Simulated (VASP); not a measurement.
The system is Ni.

```
CELL_PARAMETERS angstrom
2.49176 0.00000 0.00000
-1.24588 2.15792 0.00000
0.00000 0.00000 8.13807
ATOMIC_POSITIONS crystal
Ni 0.00000 0.00000 0.00000
Ni 0.00000 0.00000 0.50000
Ni 0.33333 0.66667 0.25000
Ni 0.66667 0.33333 0.75000
```

This isn't the form of Ni at room conditions, which is fcc.

* Program: VASP 6.6.1
* Task: relaxation of cell and atoms
* Functional: BLYP
* Potentials or basis: VASP PAW PBE potentials, release 64 (Ni)
* Cutoff: 600 eV
* k mesh: 14 × 14 × 4
* Occupations: fermi-dirac, width 0.1 eV
* Spin: no spin polarisation

At the start: pressure 8.3 GPa; volume 10.94 Å³/atom.

Where does the relaxation end?

Over 7 steps the energy falls by 12.4 meV/atom and the volume is 11.43 Å³/atom (+4.5 %); space group P6_3/mmc (No. 194, to 0.1 Å) before and after.

The path:
| step | energy change (eV) | largest force (eV/Å) | pressure (GPa) | volume (Å³) |
| --- | --- | --- | --- | --- |
| 1 | 0.0000 | 0.0000 | 8.29 | 43.76 |
| 2 | -0.0188 | 0.0000 | -5.57 | 47.44 |
| 3 | -0.0493 | 0.0000 | -0.05 | 45.76 |
| 4 | -0.0493 | 0.0000 | 0.09 | 45.72 |
| 5 | -0.0494 | 0.0000 | 0.09 | 45.71 |
| 6 | -0.0494 | 0.0000 | 0.11 | 45.71 |
| 7 | -0.0494 | 0.0000 | 0.09 | 45.71 |

Final structure:
```
Ni
1.0
     2.52512    0.00000    0.00000
    -1.26256    2.18682    0.00000
     0.00000    0.00000    8.27843
Ni
4
Direct
  0.00000 0.00000 0.00000
  0.00000 0.00000 0.50000
  0.33333 0.66667 0.25000
  0.66667 0.33333 0.75000
```

Caveat: the highest band is partly filled, so the run has too few bands; the PAW data sets were made with another functional, which shifts forces and pressure a little; the run has no spin polarisation, though such a crystal can be magnetic.
